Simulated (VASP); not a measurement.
## Mg2Sn: single point with LDA

Mg2Sn:

```
Mg Sn
1.0
     0.00000    3.37950    3.34571
     3.37950    0.00000    3.34571
     3.37950    3.37950    0.00000
Mg Sn
2 1
Cartesian
  1.6898 1.6898 1.6729
  5.0693 5.0693 5.0186
  0.0000 0.0000 0.0000
```

This cell differs from its parent crystal: zz strain of -1 %.

* Program: VASP 6.6.1
* Task: single point
* Functional: LDA
* Potentials or basis: VASP PAW LDA potentials, release 64 (Mg, Sn_d)
* Cutoff: 600 eV
* k mesh: 11 × 11 × 11
* Occupations: fermi-dirac, width 0.08 eV
* Spin: no spin polarisation
* Dipole correction: no
* Further INCAR settings: ALGO = Normal; EDIFF = 1e-06; NBANDS = 16

```yaml
Pressure: -1.7 GPa
Band_gap_on_the_k_mesh: zero (bands 9 and 10 overlap by 0.24 eV)
```

Stress tensor (GPa, compression positive):
```
-1.83  0.00  0.00
 0.00 -1.83  0.00
 0.00  0.00 -1.36
```

Levels at points of the mesh, in eV from the Fermi level:
| k point | band 6 | band 7 | band 8 | band 9 | band 10 | band 11 | band 12 | band 13 |
| --- | --- | --- | --- | --- | --- | --- | --- | --- |
| (0.00, 0.00, 0.00) | -9.15 | 0.02 | 0.02 | 0.06 | 1.40 | 2.18 | 2.24 | 2.24 |

Run time: 99 s on 1 thread of AMD EPYC 9R45 96-Core Processor (Zen 5), with other jobs on the host, peak memory 0.31 GiB.

Caveat: the cell differs from its parent crystal (zz strain of -1 %); spin-orbit coupling is left out, which moves the levels of the heavy elements.
